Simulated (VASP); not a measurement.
# SiGe (P6_3mc) in VASP: further runs, part 2 of 2

VASP 6.6.1.

## Step 5: Single point, r2SCAN (biaxial strain in the a-b plane: +3.0 %, then relaxed in part)

File POSCAR:

```
SiGe
1.0
    4.0215089732      0.0000000000      0.0000000000
   -2.0107544866      3.4827289324      0.0000000000
    0.0000000000      0.0000000000      6.4109106739
Si Ge
2 2
Direct
    0.6666666667      0.3333333333      0.8765389777
    0.3333333333      0.6666666667      0.3765389777
    0.6666666667      0.3333333333      0.4984600223
    0.3333333333      0.6666666667     -0.0015399777
```

File INCAR.step1:

```
PREC     = Accurate       # precision mode
ENCUT    = 520            # plane-wave cutoff, eV
ISMEAR   = 0              # smearing method
SIGMA    = 0.02           # smearing width, eV
LREAL    = F              # projectors in reciprocal space
LASPH    = T              # aspherical terms in the spheres
NELM     = 100            # most SCF steps
NBANDS   = 26             # bands
GGA      = PE             # functional
ALGO     = Normal         # electronic algorithm
EDIFF    = 1E-4           # SCF threshold, eV
LWAVE    = T              # write WAVECAR
LCHARG   = F              # write CHGCAR
```

File INCAR.step2:

```
PREC     = Accurate       # precision mode
ENCUT    = 520            # plane-wave cutoff, eV
EDIFF    = 1E-7           # SCF threshold, eV
ISMEAR   = 0              # smearing method
SIGMA    = 0.02           # smearing width, eV
LREAL    = F              # projectors in reciprocal space
LASPH    = T              # aspherical terms in the spheres
NELM     = 100            # most SCF steps
ALGO     = Normal         # electronic algorithm
ISIF     = 2              # what is computed and relaxed
LWAVE    = F              # write WAVECAR
LCHARG   = F              # write CHGCAR
METAGGA  = R2SCAN         # meta-GGA
LMIXTAU  = T            
NBANDS   = 26             # bands
ISTART   = 1
```

File KPOINTS:

```
regular mesh
0
Gamma
  12 12 4
```

Potentials or basis: VASP PAW PBE potentials, release 64 (Si, Ge_d).

Launch:

```console
cat potpaw_PBE.64/Si/POTCAR potpaw_PBE.64/Ge_d/POTCAR > POTCAR
cp INCAR.step1 INCAR
mpirun -np 1 vasp_std > vasp.out
cp INCAR.step2 INCAR
mpirun -np 1 vasp_std > vasp.out
```

OUTCAR:

```text
PREC = Accurate
   ENCUT = 520
   EDIFF = 1E-7
   ISMEAR = 0
   LREAL = F
   LASPH = T
   NELM = 100
   ISIF = 2
   METAGGA = R2SCAN
   ISTART = 1

 ion  position               nearest neighbor table
   1  0.667  0.333  0.877-   3 2.42   4 2.45   4 2.45   4 2.45
   2  0.333  0.667  0.377-   4 2.42   3 2.45   3 2.45   3 2.45
   3  0.667  0.333  0.498-   1 2.42   2 2.45   2 2.45   2 2.45
   4  0.333  0.667  0.998-   2 2.42   1 2.45   1 2.45   1 2.45

  LATTYP: Found a hexagonal cell.
[... 898 lines left out ...]
  Direction    XX          YY          ZZ          XY          YZ          ZX
  --------------------------------------------------------------------------------------
  -------------------------------------------------------------------------------------
  Total       -3.2395511     -3.2395511     -0.0161039      0.0000000     -0.0000000     -0.0000000
  in kB      -57.8052097    -57.8052097     -0.2873515      0.0000000     -0.0000000     -0.0000000
  external PRESSURE =     -38.6325903 kB  Pullay stress =       0.0000000 kB

 VOLUME and BASIS-vectors are now :
 -----------------------------------------------------------------------------
  energy-cutoff  :      520.00
  volume of cell :       89.79
      direct lattice vectors                 reciprocal lattice vectors
     4.021508973  0.000000000  0.000000000     0.248662879  0.143565580  0.000000000
    -2.010754487  3.482728932  0.000000000     0.000000000  0.287131160  0.000000000
     0.000000000  0.000000000  6.410910674     0.000000000  0.000000000  0.155984079

 POSITION                                       TOTAL-FORCE (eV/Angst)
 -----------------------------------------------------------------------------------
      2.01075      1.16091      5.61941        -0.000000      0.000000      0.000493
     -0.00000      2.32182      2.41396        -0.000000      0.000000      0.000493
      2.01075      1.16091      3.19558        -0.000000      0.000000     -0.000493
     -0.00000      2.32182      6.40104         0.000000     -0.000000     -0.000493
 -----------------------------------------------------------------------------------
    total drift:                               -0.000001     -0.000001     -0.003339

  FREE ENERGIE OF THE ION-ELECTRON SYSTEM (eV)
  ---------------------------------------------------
  free  energy   TOTEN  =       -45.0781165994 eV

  energy  without entropy=      -45.0781165994  energy(sigma->0) =      -45.07811660
```

OUTCAR.step1:

```text
PREC = Accurate
   ENCUT = 520
   ISMEAR = 0
   LREAL = F
[... 928 lines left out ...]
      2.01075      1.16091      5.61941         0.000000      0.000000      0.030413
     -0.00000      2.32182      2.41396         0.000000     -0.000000      0.030413
      2.01075      1.16091      3.19558         0.000000     -0.000000     -0.030413
     -0.00000      2.32182      6.40104        -0.000000     -0.000000     -0.030413
 -----------------------------------------------------------------------------------
    total drift:                               -0.000000     -0.000001     -0.002810

  FREE ENERGIE OF THE ION-ELECTRON SYSTEM (eV)
  ---------------------------------------------------
  free  energy   TOTEN  =       -19.6888801781 eV

  energy  without entropy=      -19.6888370010  energy(sigma->0) =      -19.68885859
```

Wall time 14 min (1 thread of AMD EPYC 7R13, shared host); peak memory 0.25 GiB.

What came out:

```yaml
Free_energy: -45.0781 eV
Pressure: -3.9 GPa
Band_gap_on_the_k_mesh: 0.24 eV, direct
```

Caveat: the cell differs from its parent crystal (biaxial strain in the a-b plane: +3.0 %, then relaxed in part); the PAW data sets were made with another functional, which shifts forces and pressure a little. A k mesh can miss the band edges.

## Step 6: The runs side by side

| cell | gap on the mesh (eV) | pressure (GPa) | largest force (eV/Å) |
| --- | --- | --- | --- |
| a = 3.826, b = 3.826, c = 6.325 Å, angles 90.0, 90.0, 120.0°, 4 atoms | 0.56 | 5.8 | 0.01 |
| a = 3.865, b = 3.865, c = 6.389 Å, angles 90.0, 90.0, 120.0°, 4 atoms | 0.61 | 2.7 | 0.01 |
| a = 4.022, b = 4.022, c = 6.411 Å, angles 90.0, 90.0, 120.0°, 4 atoms | 0.24 | -3.9 | - |

Alike in all rows: task single point; level r2SCAN; potentials or basis VASP PAW PBE potentials, release 64 (Si, Ge_d); no spin polarisation; k mesh 12 × 12 × 4; cutoff (eV) 520; smearing gaussian 0.02 eV.

Caveats: the PAW data sets were made with another functional, which shifts forces and pressure a little.

Absolute energies hang on the potentials; compare differences alone.
